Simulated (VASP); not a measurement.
Runs of VASP 6.6.1 on Mn. The structure is that of space group P6_3/mmc (No. 194), or close to it. The cells are those of the table. This isn't the form of Mn at room conditions, which is a 58-atom cubic cell.

```csv
cell,gap on the mesh (eV),pressure (GPa)
"a = 2.366, b = 2.366, c = 3.814 Å, angles 90.0, 90.0, 120.0°, 2 atoms",none,(a)
"a = 2.400, b = 2.400, c = 3.869 Å, angles 90.0, 90.0, 120.0°, 2 atoms",none,15.4
"a = 2.433, b = 2.433, c = 3.922 Å, angles 90.0, 90.0, 120.0°, 2 atoms",none,0.5
"a = 2.331, b = 2.331, c = 3.758 Å, angles 90.0, 90.0, 120.0°, 2 atoms",none,56.9
```

Alike in all rows: task single point; level LDA; potentials or basis VASP PAW LDA potentials, release 64 (Mn_pv); no spin polarisation; k mesh 17 × 17 × 9; cutoff (eV) 520; smearing fermi-dirac 0.1 eV.

Q: Fill in the values left out.

A: (a) 33.4.

Caveats: the run has no spin polarisation, though such a crystal can be magnetic; the cell stands under pressure (at least some runs).

A gap of «none» marks levels without a gap at the run's occupations.
